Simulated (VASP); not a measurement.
# Ge4I (Im-3m) in VASP: a series of runs, part 2 of 2

VASP 6.6.1.

## Step 5: Relaxation of cell and atoms, PBE

This run uses another cell than the first one, of 25.05 Å³/atom, 0.860 times its volume.

INCAR

```
SYSTEM = Ge4I
ALGO = Normal ; EDIFF = 1E-7
EDIFFG = -0.04 ; ENCUT = 600
GGA = PE ; IBRION = 2
ISIF = 3 ; ISMEAR = 0
LASPH = .TRUE. ; LCHARG = .FALSE.
LREAL = .FALSE. ; LWAVE = .FALSE.
NELM = 100 ; NSW = 90
PREC = Accurate ; SIGMA = 0.1
```

KPOINTS

```
k-points
0
G
  4 4 4
  0 0 0
```

POSCAR

```
Ge4I
1.0
   -3.1519365200      3.1519365200      3.1519365200
    3.1519365200     -3.1519365200      3.1519365200
    3.1519365200      3.1519365200     -3.1519365200
Ge I
4 1
Direct
    0.0000000000      0.0000000000      0.5000000000
    0.0000000000      0.5000000000      0.0000000000
    0.5000000000      0.0000000000      0.0000000000
    0.5000000000      0.5000000000      0.5000000000
    0.0000000000      0.0000000000      0.0000000000
```

Potentials or basis: VASP PAW PBE potentials, release 64 (Ge_d, I).

Command:

```sh
$ cat potpaw_PBE.64/Ge_d/POTCAR potpaw_PBE.64/I/POTCAR > POTCAR
$ mpirun -np 1 vasp_std > vasp.out
```

OUTCAR:

```text
SYSTEM = Ge4I
   EDIFF = 1E-7
   EDIFFG = -0.04
   ENCUT = 600
   GGA = PE
   IBRION = 2
   ISIF = 3
   ISMEAR = 0
   LASPH = .TRUE.
   LREAL = .FALSE.
   NELM = 100
   NSW = 90
   PREC = Accurate

 ion  position               nearest neighbor table
   1  0.000  0.000  0.500-   5 2.73   5 2.73
   2  0.000  0.500  0.000-   5 2.73   5 2.73
   3  0.500  0.000  0.000-   5 2.73   5 2.73
   4  0.500  0.500  0.500-   5 2.73   5 2.73
   5  0.000  0.000  0.000-   1 2.73   2 2.73   3 2.73   4 2.73   1 2.73   2 2.73   3 2.73   4 2.73

  LATTYP: Found a body centered cubic cell.
 ALAT       =     6.3038730400

  Lattice vectors:

 A1 = (  -3.1519365200,   3.1519365200,   3.1519365200)
 A2 = (   3.1519365200,  -3.1519365200,   3.1519365200)
 A3 = (   3.1519365200,   3.1519365200,  -3.1519365200)

Analysis of symmetry for initial positions (statically):
=====================================================================
 Subroutine PRICEL returns:
 Original cell was already a primitive cell.

 Routine SETGRP: Setting up the symmetry group for a
 body centered cubic supercell.

 Subroutine GETGRP returns: Found 48 space group operations
 (whereof 48 operations were pure point group operations)
 out of a pool of 48 trial point group operations.

The static configuration has the point symmetry O_h .

Analysis of symmetry for dynamics (positions and initial velocities):
=====================================================================
 Subroutine PRICEL returns:
[... 136 lines left out ...]
   NGX = 21   NGY = 21   NGZ = 21

--------------------------------------- Ionic step        1  -------------------------------------------

 number of electron      63.0000031 magnetization

 Free energy of the ion-electron system (eV)
  ---------------------------------------------------
  ext. energy  EPLUGINS =         0.00000000
  ---------------------------------------------------
  free energy    TOTEN  =       -14.48000016 eV

  energy without entropy =      -14.44055809  energy(sigma->0) =      -14.46027912

 E-fermi :   5.3075     XC(G=0):  -9.8475

 val. band max:        5.2999301539   @ k =   0.2500   0.2500   0.0000
 cond. band min:       5.3185512129   @ k =   0.2500   0.2500   0.2500
 fundamental gap:      0.0186210590
 Fermi energy:         5.3074865179

 k-point     1 :       0.0000    0.0000    0.0000
  band No.  band energies     occupation
      1     -19.4649      2.00000
      2     -19.4136      2.00000
      3     -19.4136      2.00000
      4     -19.4070      2.00000
      5     -19.4070      2.00000
      6     -19.4070      2.00000
[... 386 lines left out ...]
--------------------------------------- Ionic step        3  -------------------------------------------

 number of electron      63.0000043 magnetization

 Free energy of the ion-electron system (eV)
  ---------------------------------------------------
  ext. energy  EPLUGINS =         0.00000000
  ---------------------------------------------------
  free energy    TOTEN  =       -14.90916412 eV

  energy without entropy =      -14.87097288  energy(sigma->0) =      -14.89006850

 E-fermi :   3.9985     XC(G=0):  -9.1930

 val. band max:        3.9974132130   @ k =   0.5000   0.5000   0.5000
 cond. band min:       4.0057449252   @ k =   0.2500   0.2500   0.0000
 fundamental gap:      0.0083317122
 Fermi energy:         3.9984653642

 k-point     1 :       0.0000    0.0000    0.0000
  band No.  band energies     occupation
      1     -20.8128      2.00000
      2     -20.7835      2.00000
      3     -20.7835      2.00000
      4     -20.7835      2.00000
      5     -20.7809      2.00000
      6     -20.7809      2.00000
[... 341 lines left out ...]
  FREE ENERGIE OF THE ION-ELECTRON SYSTEM (eV)
  ---------------------------------------------------
  free  energy   TOTEN  =       -14.9091641197 eV

  energy  without entropy=      -14.8709728835  energy(sigma->0) =      -14.89006850

 reached required accuracy - stopping structural energy minimisation
```

OSZICAR:

```text
N       E                     dE             d eps       ncg     rms          rms(c)
DAV:   1     0.690211122401E+03    0.69021E+03   -0.32655E+04   678   0.443E+03
DAV:   2     0.112017065337E+03   -0.57819E+03   -0.56418E+03   592   0.103E+03
DAV:   3    -0.576355954122E+01   -0.11778E+03   -0.11247E+03   666   0.240E+02
[... 35 lines left out ...]
DAV:   7    -0.149091615478E+02   -0.25489E-05   -0.11154E-05   689   0.305E-02    0.252E-02
DAV:   8    -0.149091650649E+02   -0.35171E-05   -0.75472E-06   672   0.368E-02    0.123E-02
DAV:   9    -0.149091642432E+02    0.82169E-06   -0.70286E-07   706   0.962E-03    0.128E-03
DAV:  10    -0.149091641313E+02    0.11192E-06   -0.93976E-08   311   0.309E-03    0.772E-04
DAV:  11    -0.149091641197E+02    0.11583E-07   -0.23121E-08   306   0.911E-04
   3 F= -.14909164E+02 E0= -.14890069E+02  d E =-.429164E+00
```

CONTCAR:

```text
Ge4I
   1.00000000000000
    -3.3119069716930607    3.3119069716930607    3.3119069716930607
     3.3119069716930607   -3.3119069716930607    3.3119069716930607
     3.3119069716930607    3.3119069716930607   -3.3119069716930607
  Ge              I
     4     1
Direct
     0.0000000000000000    0.0000000000000000    0.5000000000000000
     0.0000000000000000    0.5000000000000000    0.0000000000000000
     0.5000000000000000    0.0000000000000000    0.0000000000000000
     0.5000000000000000    0.5000000000000000    0.5000000000000000
     0.0000000000000000    0.0000000000000000    0.0000000000000000

  0.00000000E+00  0.00000000E+00  0.00000000E+00
  0.00000000E+00  0.00000000E+00  0.00000000E+00
  0.00000000E+00  0.00000000E+00  0.00000000E+00
  0.00000000E+00  0.00000000E+00  0.00000000E+00
  0.00000000E+00  0.00000000E+00  0.00000000E+00
```

Wall time 2 min (1 thread of AMD EPYC 9R45 (Zen 5), shared host); peak memory 0.31 GiB.

Results:

| Property | Result |
| --- | --- |
| Free energy | -14.9092 eV |
| Relaxed volume | 29.06 Å³/atom |
| Relaxed cell | a = 5.736 Å, b = 5.736 Å, c = 5.736 Å, α = 109.47°, β = 109.47°, γ = 109.47° |
| Space group after relaxing (to 0.05 Å) | Im-3m (No. 229) |
| Energy gained by relaxing | 85.8 meV/atom |
| Ionic steps | 3 |
| Pressure after relaxing | 0.0 GPa |

Step by step:
| step | energy change (eV) | largest force (eV/Å) | pressure (GPa) | volume (Å³) |
| --- | --- | --- | --- | --- |
| 1 | 0.0000 | 0.0000 | 7.82 | 125.25 |
| 2 | -0.4210 | 0.0000 | -0.79 | 148.76 |
| 3 | -0.4292 | 0.0000 | 0.04 | 145.31 |

Final structure:
```yaml
crystal:
  lattice:
    - [-3.31191, 3.31191, 3.31191]
    - [3.31191, -3.31191, 3.31191]
    - [3.31191, 3.31191, -3.31191]
  atoms:
    - { symbol: Ge, position: [0.00000, 0.00000, 0.50000] }
    - { symbol: Ge, position: [0.00000, 0.50000, 0.00000] }
    - { symbol: Ge, position: [0.50000, 0.00000, 0.00000] }
    - { symbol: Ge, position: [0.50000, 0.50000, 0.50000] }
    - { symbol: I, position: [0.00000, 0.00000, 0.00000] }
```

Caveat: the volume moved by over 15 % at a fixed basis, so the end points are rough; spin-orbit coupling is left out, which moves the levels of the heavy elements; an odd number of electrons without spin polarisation forces a metal; a magnetic or distorted state may lie lower.

## Step 6: The runs side by side

```csv
task,cell,k mesh,cutoff (eV),gap on the mesh (eV),pressure (GPa),relaxed volume (Å³/atom)
single point,"a = 5.741 Å, angles 109.5°, 5 atoms",8 × 8 × 8,520,none,-0.1,-
relaxation of cell and atoms,"relaxed from a = 5.725 Å, angles 109.5°, 5 atoms",8 × 8 × 8,600,none,0.0,29.11
single point,"a = 5.725 Å, angles 109.5°, 5 atoms",4 × 4 × 4,520,none,0.2,-
relaxation of cell and atoms,"relaxed from a = 5.459 Å, angles 109.5°, 5 atoms",4 × 4 × 4,600,none,0.0,29.06
```

Alike in all rows: level PBE; potentials or basis VASP PAW PBE potentials, release 64 (Ge_d, I); no spin polarisation; smearing gaussian 0.1 eV.

Caveats: spin-orbit coupling is left out, which moves the levels of the heavy elements; an odd number of electrons without spin polarisation forces a metal; a magnetic or distorted state may lie lower; the volume moved by over 15 % at a fixed basis, so the end points are rough (some runs).

Absolute energies hang on the potentials; compare differences alone.
